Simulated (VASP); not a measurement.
# ScF3 (Pm-3m) in VASP: notebook, part 2 of 2

VASP 6.6.1. Earlier steps stand in the parts before.

## Step 3: Electric field gradients, LDA (volume scaled by 0.96)

INCAR reads:

```
SYSTEM = ScF3
PREC     = Accurate       ! precision mode
ENCUT    = 520            ! plane-wave cutoff, eV
EDIFF    = 1E-8           ! SCF threshold, eV
ISMEAR   = -1             ! smearing method
SIGMA    = 0.02           ! smearing width, eV
LREAL    = .False.        ! projectors in reciprocal space
LASPH    = .True.         ! aspherical terms in the spheres
NELM     = 60             ! most SCF steps
ALGO     = Normal         ! electronic algorithm
ISIF     = 2              ! what is computed and relaxed
LWAVE    = .False.        ! write WAVECAR
LCHARG   = .False.        ! write CHGCAR
LEFG     = .True.       
NBANDS   = 24             ! bands
```

KPOINTS reads:

```
Automatic mesh
0
Gamma
  6 6 6
  0 0 0
```

POSCAR reads:

```
ScF3
1.0
    3.9582210551      0.0000000000      0.0000000000
    0.0000000000      3.9582210551      0.0000000000
    0.0000000000      0.0000000000      3.9582210551
Sc F
1 3
Direct
    0.0000000000      0.0000000000      0.0000000000
    0.5000000000      0.0000000000      0.0000000000
    0.0000000000      0.5000000000      0.0000000000
    0.0000000000      0.0000000000      0.5000000000
```

Potentials or basis: VASP PAW LDA potentials, release 64 (Sc_sv, F).

The run is started by

```
> cat potpaw_LDA.64/Sc_sv/POTCAR potpaw_LDA.64/F/POTCAR > POTCAR
> mpirun -np 1 vasp_std > vasp.out
```

OUTCAR:

```text
SYSTEM = ScF3
   PREC = Accurate
   ENCUT = 520
   EDIFF = 1E-8
   ISMEAR = -1
   LREAL = .False.
   LASPH = .True.
   NELM = 60
   ISIF = 2

 ion  position               nearest neighbor table
   1  0.000  0.000  0.000-   2 1.98   3 1.98   4 1.98   4 1.98   3 1.98   2 1.98
   2  0.500  0.000  0.000-   1 1.98   1 1.98
   3  0.000  0.500  0.000-   1 1.98   1 1.98
   4  0.000  0.000  0.500-   1 1.98   1 1.98

  LATTYP: Found a simple cubic cell.
 ALAT       =     3.9582210551

  Lattice vectors:

 A1 = (   3.9582210551,   0.0000000000,   0.0000000000)
 A2 = (   0.0000000000,   3.9582210551,   0.0000000000)
 A3 = (   0.0000000000,   0.0000000000,   3.9582210551)

Analysis of symmetry for initial positions (statically):
=====================================================================
 Subroutine PRICEL returns:
 Original cell was already a primitive cell.

 Routine SETGRP: Setting up the symmetry group for a
 simple cubic supercell.

 Subroutine GETGRP returns: Found 48 space group operations
 (whereof 48 operations were pure point group operations)
 out of a pool of 48 trial point group operations.

The static configuration has the point symmetry O_h .

Analysis of symmetry for dynamics (positions and initial velocities):
=====================================================================
 Subroutine PRICEL returns:
 Original cell was already a primitive cell.

 Routine SETGRP: Setting up the symmetry group for a
 simple cubic supercell.

 Subroutine GETGRP returns: Found 48 space group operations
 (whereof 48 operations were pure point group operations)
 out of a pool of 48 trial point group operations.

The dynamic configuration has the point symmetry O_h .

 Subroutine INISYM returns: Found 48 space group operations
 (whereof 48 operations are pure point group operations),
 and found     1 'primitive' translations

----------------------------------------------------------------------------------------

                                     Primitive cell

  volume of cell :      62.0155

  direct lattice vectors                    reciprocal lattice vectors
     3.958221055  0.000000000  0.000000000     0.252638745  0.000000000  0.000000000
     0.000000000  3.958221055  0.000000000     0.000000000  0.252638745  0.000000000
     0.000000000  0.000000000  3.958221055     0.000000000  0.000000000  0.252638745

  length of vectors
     3.958221055  3.958221055  3.958221055     0.252638745  0.252638745  0.252638745

  position of ions in fractional coordinates (direct lattice)
     0.000000000  0.000000000  0.000000000
     0.500000000  0.000000000  0.000000000
     0.000000000  0.500000000  0.000000000
     0.000000000  0.000000000  0.500000000

  ion indices of the primitive-cell ions
   primitive index   ion index
                 1           1
                 2           2
[... 78 lines left out ...]
   TEBEG  =    0.0;   TEEND  =   0.0 temperature during run
   PSTRESS=    0.0 pullay stress
   NELECT =      32.0000    total number of electrons
   NUPDOWN=      -1.0000    fix difference up-down
   EMIN   =  10.00;   EMAX   =-10.00  energy-range for DOS
   EFERMI =   0.00;   METHOD = LEGACY
   ISMEAR =    -1;   SIGMA  =   0.02  broadening in eV -4-tet -1-fermi 0-gaus
   EFERMI_NEDOS =   21; number of points for ismear=-14 and -15
   IALGO  =     38    algorithm
   IMIX   =      4    mixing-type and parameters
     AMIX     =   0.40;   BMIX     =  1.00
     AMIX_MAG =   1.60;   BMIX_MAG =  1.00
  volume/ion in A,a.u.               =      15.50       104.63
  Fermi-wavevector in a.u.,A,eV,Ry     =   1.313081  2.481363 23.458909  1.724181
  Thomas-Fermi vector in A             =   2.443428
   LORBIT       =      0    0 simple, 1 ext, 2 COOP (PROOUT), +10 PAW based schemes
   GGA     = CA    functional components
   LHFCALC =     F    Hartree Fock is set to
   AEXX    =    0.0000 exact exchange contribution
   IVDW    =     0    specifies the selected vdW correction
   LEPSILON=     F    determine dielectric tensor
   LRPA    =     F    only Hartree local field effects (RPA)
 non-spin polarized calculation
  energy-cutoff  :      520.00
  volume of cell :       62.02
 maximum number of plane-waves:      1743
 NGX is ok and might be reduce to    30
   NGX = 15   NGY = 15   NGZ = 15

 number of electron      31.9999968 magnetization

 Free energy of the ion-electron system (eV)
  ---------------------------------------------------
  ext. energy  EPLUGINS =         0.00000000
  ---------------------------------------------------
  free energy    TOTEN  =       -29.57802040 eV

  energy without entropy =      -29.57802040  energy(sigma->0) =      -29.57802040

 E-fermi :  -3.1041     XC(G=0):  -9.0565

 val. band max:       -3.6728178947   @ k =   0.5000   0.5000   0.5000
 cond. band min:       2.7161099155   @ k =   0.0000   0.0000   0.0000
 fundamental gap:      6.3889278102
 Fermi energy:        -3.1041146221

 k-point     1 :       0.0000    0.0000    0.0000
  band No.  band energies     occupation
      1     -48.6754      2.00000
      2     -27.7545      2.00000
      3     -27.7545      2.00000
      4     -27.7545      2.00000
      5     -23.4122      2.00000
      6     -23.1254      2.00000
[... 529 lines left out ...]
     23      11.6317      0.00000
     24      11.6402      0.00000

------------------------ aborting loop because EDIFF is reached ----------------------------------------

  FORCE on cell =-STRESS in cart. coord.  units (eV):
  Direction    XX          YY          ZZ          XY          YZ          ZX
  --------------------------------------------------------------------------------------
  -------------------------------------------------------------------------------------
  Total        0.7815127      0.7815127      0.7815127     -0.0000000     -0.0000000      0.0000000
  in kB       20.1904720     20.1904720     20.1904720     -0.0000000     -0.0000000      0.0000000
  external PRESSURE =      20.1904720 kB  Pullay stress =       0.0000000 kB

 VOLUME and BASIS-vectors are now :
 -----------------------------------------------------------------------------
  energy-cutoff  :      520.00
  volume of cell :       62.02
      direct lattice vectors                 reciprocal lattice vectors
     3.958221055  0.000000000  0.000000000     0.252638745  0.000000000  0.000000000
     0.000000000  3.958221055  0.000000000     0.000000000  0.252638745  0.000000000
     0.000000000  0.000000000  3.958221055     0.000000000  0.000000000  0.252638745

 POSITION                                       TOTAL-FORCE (eV/Angst)
 -----------------------------------------------------------------------------------
      0.00000      0.00000      0.00000         0.000000      0.000000      0.000000
      1.97911      0.00000      0.00000         0.000000      0.000000      0.000000
      0.00000      1.97911      0.00000         0.000000      0.000000      0.000000
      0.00000      0.00000      1.97911         0.000000      0.000000      0.000000
 -----------------------------------------------------------------------------------
    total drift:                               -0.000000      0.000000      0.000000

  FREE ENERGIE OF THE ION-ELECTRON SYSTEM (eV)
  ---------------------------------------------------
  free  energy   TOTEN  =       -29.5780203955 eV

  energy  without entropy=      -29.5780203955  energy(sigma->0) =      -29.57802040

 Electric field gradients (V/A^2)
---------------------------------------------------------------------
 ion       V_xx      V_yy      V_zz      V_xy      V_xz      V_yz
---------------------------------------------------------------------
   1       0.000    -0.000     0.000     0.000    -0.000     0.000
   2      49.118   -24.559   -24.559    -0.000    -0.000     0.000
   3     -24.559    49.118   -24.559     0.000     0.000     0.000
   4     -24.559   -24.559    49.118     0.000    -0.000     0.000
---------------------------------------------------------------------

 Electric field gradients after diagonalization (V/A^2)
 (convention: |V_zz| > |V_xx| > |V_yy|)
----------------------------------------------------------------------
 ion       V_xx      V_yy      V_zz     asymmetry (V_yy - V_xx)/ V_zz
----------------------------------------------------------------------
   1       0.000     0.000    -0.000       0.040
   2     -24.559   -24.559    49.118       0.000
   3     -24.559   -24.559    49.118       0.000
   4     -24.559   -24.559    49.118       0.000
----------------------------------------------------------------------

           NMR quadrupolar parameters

 Cq : quadrupolar parameter    Cq=e*Q*V_zz/h
 eta: asymmetry parameters     (V_yy - V_xx)/ V_zz
 Q  : nuclear electric quadrupole moment in mb (millibarn)
----------------------------------------------------------------------
 ion       Cq(MHz)       eta       Q (mb)
----------------------------------------------------------------------
   1      -0.000       0.040       1.000
   2       0.119       0.000       1.000
   3       0.119       0.000       1.000
   4       0.119       0.000       1.000
----------------------------------------------------------------------
```

Wall time 20 s (1 thread of AMD EPYC 7R13 (Zen 3), shared host); peak memory 0.13 GiB.

What came out:

```yaml
Free_energy: -29.5780 eV
Pressure: 2.0 GPa
Band_gap_on_the_k_mesh: 6.39 eV, indirect (least direct gap 6.92 eV)
```

Levels at points of the mesh, in eV from the valence-band top:
| k point | band 13 | band 14 | band 15 | band 16 | band 17 | band 18 | band 19 | band 20 |
| --- | --- | --- | --- | --- | --- | --- | --- | --- |
| (0.00, 0.00, 0.00) | -0.63 | -0.53 | -0.53 | -0.53 | 6.39 | 6.39 | 6.39 | 7.70 |
| (0.50, 0.00, 0.00) | -1.26 | -0.76 | -0.56 | -0.56 | 6.44 | 7.39 | 7.39 | 8.37 |
| (0.50, 0.50, 0.00) | -1.23 | -1.02 | -1.02 | -0.01 | 7.43 | 7.43 | 8.13 | 9.07 |
| (0.50, 0.50, 0.50) | -2.46 | 0.00 | 0.00 | 0.00 | 8.19 | 8.19 | 8.19 | 11.31 |

Electric field gradients, principal values (V/Å²):
```
atom    least   middle  greatest (by size)
1 Sc    0.000    0.000               0.000
 2 F  -24.559  -24.559              49.118
 3 F  -24.559  -24.559              49.118
 4 F  -24.559  -24.559              49.118
```

Caveat: without QUAD_EFG the Cq values of the log hold for a quadrupole moment of 1 mb, not for the nuclei.
